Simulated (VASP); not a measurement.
# Lu2ScN3 (P-6m2) in VASP: notebook, part 3 of 3

VASP 6.6.1. Earlier steps stand in the parts before.

### 6 Relaxation of cell and atoms, PBE

Input file INCAR:

```
SYSTEM = Lu2ScN3
PREC = Accurate
ENCUT = 600
EDIFF = 1E-6
ISMEAR = 0
SIGMA = 0.1
LREAL = .False.
LASPH = .True.
NELM = 60
ALGO = Normal
ISIF = 3
LWAVE = .False.
LCHARG = .False.
GGA = PE
IBRION = 2
NSW = 100
EDIFFG = -0.01
```

Input file KPOINTS:

```
Automatic mesh
0
Gamma
  12 12 4
  0 0 0
```

Input file POSCAR:

```
Lu2ScN3
1.0
    3.4489364204      0.0000000000      0.0000000000
   -1.7244682102      2.9868665561      0.0000000000
    0.0000000000      0.0000000000      9.1241932040
Lu Sc N
2 1 3
Direct
    0.6666666667      0.3333333333      0.6674060529
    0.6666666667      0.3333333333      0.3325939471
    0.0000000000      0.0000000000      0.0000000000
    0.0000000000      0.0000000000      0.2182261094
    0.0000000000      0.0000000000      0.7817738906
    0.0000000000      0.0000000000      0.5000000000
```

Potentials or basis: VASP PAW PBE potentials, release 64 (Lu, Sc_sv, N).

On the command line:

```bash
$ cat potpaw_PBE.64/Lu/POTCAR potpaw_PBE.64/Sc_sv/POTCAR potpaw_PBE.64/N/POTCAR > POTCAR
$ mpirun -np 1 vasp_std > vasp.out
```

OUTCAR:

```text
SYSTEM = Lu2ScN3
   PREC = Accurate
   ENCUT = 600
   EDIFF = 1E-6
   ISMEAR = 0
   LREAL = .False.
   LASPH = .True.
   NELM = 60
   ISIF = 3
   GGA = PE
   IBRION = 2
   NSW = 100
   EDIFFG = -0.01

 ion  position               nearest neighbor table
   1  0.667  0.333  0.667-   5 2.25   5 2.25   5 2.25   6 2.51   6 2.51   6 2.51   2 3.05
   2  0.667  0.333  0.333-   4 2.25   4 2.25   4 2.25   6 2.51   6 2.51   6 2.51   1 3.05
   3  0.000  0.000  0.000-   4 1.99   5 1.99
   4  0.000  0.000  0.218-   3 1.99   2 2.25   2 2.25   2 2.25
   5  0.000  0.000  0.782-   3 1.99   1 2.25   1 2.25   1 2.25
   6  0.000  0.000  0.500-   1 2.51   2 2.51   1 2.51   2 2.51   1 2.51   2 2.51

  LATTYP: Found a hexagonal cell.
 ALAT       =     3.4489364204
 C/A-ratio  =     2.6455092503

  Lattice vectors:

 A1 = (   3.4489364204,   0.0000000000,   0.0000000000)
 A2 = (  -1.7244682102,   2.9868665561,   0.0000000000)
 A3 = (   0.0000000000,   0.0000000000,   9.1241932040)

Analysis of symmetry for initial positions (statically):
=====================================================================
 Subroutine PRICEL returns:
 Original cell was already a primitive cell.

 Routine SETGRP: Setting up the symmetry group for a
 hexagonal supercell.

 Subroutine GETGRP returns: Found 12 space group operations
 (whereof 12 operations were pure point group operations)
 out of a pool of 24 trial point group operations.

The static configuration has the point symmetry D_3h.

Analysis of symmetry for dynamics (positions and initial velocities):
=====================================================================
 Subroutine PRICEL returns:
 Original cell was already a primitive cell.

 Routine SETGRP: Setting up the symmetry group for a
 hexagonal supercell.

 Subroutine GETGRP returns: Found 12 space group operations
 (whereof 12 operations were pure point group operations)
 out of a pool of 24 trial point group operations.

The dynamic configuration has the point symmetry D_3h.

 Subroutine INISYM returns: Found 12 space group operations
 (whereof 12 operations are pure point group operations),
 and found     1 'primitive' translations

----------------------------------------------------------------------------------------

                                     Primitive cell

  volume of cell :      93.9930

  direct lattice vectors                    reciprocal lattice vectors
     3.448936420  0.000000000  0.000000000     0.289944458  0.167399511  0.000000000
    -1.724468210  2.986866556  0.000000000     0.000000000  0.334799021  0.000000000
     0.000000000  0.000000000  9.124193204     0.000000000  0.000000000  0.109598731

  length of vectors
     3.448936420  3.448936420  9.124193204     0.334799021  0.334799021  0.109598731

  position of ions in fractional coordinates (direct lattice)
     0.666666667  0.333333333  0.667406053
     0.666666667  0.333333333  0.332593947
     0.000000000  0.000000000  0.000000000
     0.000000000  0.000000000  0.218226109
[... 72 lines left out ...]
   NGXF,Y,Z  is equivalent  to a cutoff of  26.99, 26.99, 29.15 a.u.
 SYSTEM =  Lu2ScN3
   PREC   = accura    normal or accurate (medium, high low for compatibility)
   ISTART =      0    job   : 0-new  1-cont  2-samecut
   ICHARG =      2    charge: 1-file 2-atom 10-const
   ISPIN  =      1    spin polarized calculation?
   LNONCOLLINEAR =      F non collinear calculations
   LSORBIT =      F    spin-orbit coupling
   LASPH  =      T    aspherical Exc in radial PAW
   ENCUT  =  600.0 eV  44.10 Ry    6.64 a.u.   6.89  6.89 18.22*2*pi/ulx,y,z
   NELM   =     60;   NELMIN=  2; NELMDL= -5     # of ELM steps
   EDIFF  = 0.1E-05   stopping-criterion for ELM
   LREAL  =      F    real-space projection
   EDIFFG = -.1E-01   stopping-criterion for IOM
   NSW    =    100    number of steps for IOM
   IBRION =      2    ionic relax: 0-MD 1-quasi-New 2-CG
   NFREE  =      1    steps in history (QN), initial steepest desc. (CG)
   ISIF   =      3    stress and relaxation
   ISYM   =      2    0-nonsym 1-usesym 2-fastsym
   POTIM  = 0.5000    time-step for ionic-motion
   TEBEG  =    0.0;   TEEND  =   0.0 temperature during run
   PSTRESS=    0.0 pullay stress
   NELECT =      76.0000    total number of electrons
   NUPDOWN=      -1.0000    fix difference up-down
   EMIN   =  10.00;   EMAX   =-10.00  energy-range for DOS
   EFERMI =   0.00;   METHOD = LEGACY
   ISMEAR =     0;   SIGMA  =   0.10  broadening in eV -4-tet -1-fermi 0-gaus
   EFERMI_NEDOS =   21; number of points for ismear=-14 and -15
   IALGO  =     38    algorithm
   IMIX   =      4    mixing-type and parameters
     AMIX     =   0.40;   BMIX     =  1.00
     AMIX_MAG =   1.60;   BMIX_MAG =  1.00
  volume/ion in A,a.u.               =      15.67       105.72
  Fermi-wavevector in a.u.,A,eV,Ry     =   1.525156  2.882126 31.648513  2.326100
  Thomas-Fermi vector in A             =   2.633365
   LORBIT       =      0    0 simple, 1 ext, 2 COOP (PROOUT), +10 PAW based schemes
   GGA     = PE    functional components
   LHFCALC =     F    Hartree Fock is set to
   AEXX    =    0.0000 exact exchange contribution
   IVDW    =     0    specifies the selected vdW correction
   LEPSILON=     F    determine dielectric tensor
   LRPA    =     F    only Hartree local field effects (RPA)
 conjugate gradient relaxation of ions
 non-spin polarized calculation
 Gauss-broadening in eV      SIGMA  =   0.10
  energy-cutoff  :      600.00
  volume of cell :       93.99
 maximum number of plane-waves:      3184
 NGX is ok and might be reduce to    28
   NGX = 13   NGY = 13   NGZ = 37

--------------------------------------- Ionic step        1  -------------------------------------------

 number of electron      76.0000017 magnetization

 Free energy of the ion-electron system (eV)
  ---------------------------------------------------
  ext. energy  EPLUGINS =         0.00000000
  ---------------------------------------------------
  free energy    TOTEN  =       -45.63690093 eV

  energy without entropy =      -45.61147901  energy(sigma->0) =      -45.62418997

------------------------ aborting loop because EDIFF is reached ----------------------------------------

  FORCE on cell =-STRESS in cart. coord.  units (eV):
  Direction    XX          YY          ZZ          XY          YZ          ZX
  --------------------------------------------------------------------------------------
  -------------------------------------------------------------------------------------
  Total        0.3962580      0.3962580      0.5962238      0.0000000      0.0000000     -0.0000000
  in kB        6.7544995      6.7544995     10.1630582      0.0000000      0.0000000     -0.0000000
  external PRESSURE =       7.8906857 kB  Pullay stress =       0.0000000 kB
[... 101 lines left out ...]
  FREE ENERGIE OF THE ION-ELECTRON SYSTEM (eV)
  ---------------------------------------------------
  free  energy   TOTEN  =       -45.6390499379 eV

  energy  without entropy=      -45.6135143508  energy(sigma->0) =      -45.62628214

[... ionic steps 4 to 8 ...]

--------------------------------------- Ionic step        9  -------------------------------------------

 number of electron      76.0000020 magnetization

------------------------ aborting loop because EDIFF is reached ----------------------------------------
[... 75 lines left out ...]
--------------------------------------- Ionic step       11  -------------------------------------------

 number of electron      76.0000020 magnetization

 Free energy of the ion-electron system (eV)
  ---------------------------------------------------
  ext. energy  EPLUGINS =         0.00000000
  ---------------------------------------------------
  free energy    TOTEN  =       -45.64006197 eV

  energy without entropy =      -45.61563388  energy(sigma->0) =      -45.62784793

 E-fermi :   3.0419     XC(G=0): -11.0217

 val. band max:        3.0197513412   @ k =   0.5000   0.0000   0.2500
 cond. band min:       3.0459658841   @ k =   0.4167   0.1667   0.2500
 fundamental gap:      0.0262145428
 Fermi energy:         3.0418815843

 k-point     1 :       0.0000    0.0000    0.0000
  band No.  band energies     occupation
      1     -51.8824      2.00000
      2     -51.8581      2.00000
      3     -45.9589      2.00000
      4     -24.6725      2.00000
      5     -24.6725      2.00000
      6     -24.5045      2.00000
[... 1141 lines left out ...]
     44       6.8203      0.00000
     45       7.2064      0.00000

 [... further k-points ...]

------------------------ aborting loop because EDIFF is reached ----------------------------------------

  FORCE on cell =-STRESS in cart. coord.  units (eV):
  Direction    XX          YY          ZZ          XY          YZ          ZX
  --------------------------------------------------------------------------------------
  -------------------------------------------------------------------------------------
  Total       -0.0094869     -0.0094869      0.0206176     -0.0000000     -0.0000000      0.0000000
  in kB       -0.1605639     -0.1605639      0.3489496     -0.0000000     -0.0000000      0.0000000
  external PRESSURE =       0.0092739 kB  Pullay stress =       0.0000000 kB
[... 21 lines left out ...]
  FREE ENERGIE OF THE ION-ELECTRON SYSTEM (eV)
  ---------------------------------------------------
  free  energy   TOTEN  =       -45.6400619716 eV

  energy  without entropy=      -45.6156338792  energy(sigma->0) =      -45.62784793

 reached required accuracy - stopping structural energy minimisation
```

Wall time 26 min (1 thread of Intel Xeon 6975P-C (Granite Rapids), shared host); peak memory 0.44 GiB.

Results:

| Property | Result |
| --- | --- |
| Free energy | -45.6401 eV |
| Relaxed volume | 15.78 Å³/atom |
| Relaxed cell | a = 3.462 Å, b = 3.462 Å, c = 9.122 Å, α = 90.00°, β = 90.00°, γ = 120.00° |
| Space group after relaxing (to 0.1 Å) | P-6m2 (No. 187) |
| Energy gained by relaxing | 0.5 meV/atom |
| Ionic steps | 11 |
| Pressure after relaxing | 0.0 GPa |
| Largest force after relaxing | 0.006 eV/Å |
| Band gap on the k mesh | zero (bands 38 and 39 overlap by 0.74 eV) |

Forces on the atoms (eV/Å):
```
Lu   0.000  0.000 -0.006
Lu   0.000  0.000  0.006
Sc   0.000  0.000  0.000
N    0.000  0.000  0.006
N    0.000  0.000 -0.006
N    0.000  0.000  0.000
```

The path:
```tsv
step	energy change (eV)	largest force (eV/Å)	pressure (GPa)	volume (Å³)
1	0.0000	0.1422	0.79	93.99
2	-0.0010	0.0172	-0.70	95.05
3	-0.0021	0.0486	-0.10	94.59
4	-0.0029	0.0329	0.05	94.66
5	-0.0031	0.0178	0.06	94.72
6	-0.0031	0.0187	-0.03	94.72
7	-0.0031	0.0268	-0.10	94.69
8	-0.0031	0.0246	0.06	94.71
9	-0.0031	0.0209	-0.09	94.71
10	-0.0031	0.0191	0.02	94.59
11	-0.0032	0.0060	0.00	94.66
```

Final structure:
```yaml
crystal:
  lattice:
    - [3.46166, 0.00000, 0.00000]
    - [-1.73083, 2.99789, 0.00000]
    - [0.00000, 0.00000, 9.12189]
  atoms:
    - { symbol: Lu, position: [0.66667, 0.33333, 0.66797] }
    - { symbol: Lu, position: [0.66667, 0.33333, 0.33203] }
    - { symbol: Sc, position: [0.00000, 0.00000, 0.00000] }
    - { symbol: N, position: [0.00000, 0.00000, 0.21941] }
    - { symbol: N, position: [0.00000, 0.00000, 0.78059] }
    - { symbol: N, position: [0.00000, 0.00000, 0.50000] }
```

Caveat: spin-orbit coupling is left out, which moves the levels of the heavy elements.

### 7 Overview

| task | cell | k mesh | cutoff (eV) | gap on the mesh (eV) | pressure (GPa) | relaxed volume (Å³/atom) | largest force (eV/Å) |
| --- | --- | --- | --- | --- | --- | --- | --- |
| single point | a = 3.449, b = 3.449, c = 9.124 Å, angles 90.0, 90.0, 120.0°, 6 atoms, atomic positions A | 6 × 6 × 2 | 520 | none | 0.8 | - | 0.02 |
| single point | a = 4.151, b = 4.151, c = 7.907 Å, angles 90.0, 90.0, 120.0°, 6 atoms, atomic positions B | 6 × 6 × 2 | 520 | none | 14.0 | - | 7.75 |
| single point | a = 3.455, b = 3.455, c = 9.106 Å, angles 90.0, 90.0, 120.0°, 6 atoms, atomic positions C | 12 × 12 × 4 | 520 | none | 0.7 | - | 0.03 |
| relaxation of cell and atoms | relaxed from a = 4.151, b = 4.151, c = 7.907 Å, angles 90.0, 90.0, 120.0°, 6 atoms, atomic positions B | 6 × 6 × 2 | 600 | none | 0.0 | 15.76 | 0.01 |
| relaxation of cell and atoms | relaxed from a = 3.449, b = 3.449, c = 9.124 Å, angles 90.0, 90.0, 120.0°, 6 atoms, atomic positions A | 12 × 12 × 4 | 600 | none | 0.0 | 15.78 | 0.01 |

Alike in all rows: level PBE; potentials or basis VASP PAW PBE potentials, release 64 (Lu, Sc_sv, N); no spin polarisation; smearing gaussian 0.1 eV.

Caveats: some runs use coarse meshes; spin-orbit coupling is left out, which moves the levels of the heavy elements; semilocal functionals underestimate gaps, and a narrow one can read as zero (at least some runs); forces of over 1 eV/Å act on the atoms, so gaps and moduli don't describe the material at rest (at least some runs); the volume moved by over 15 % at a fixed basis, so the end points are rough (at least some runs).

Total energies depend on the potentials used, so only differences within one code and one set of settings carry meaning.

The gap in the log of VASP goes by the Fermi energy; the results here count the filled bands.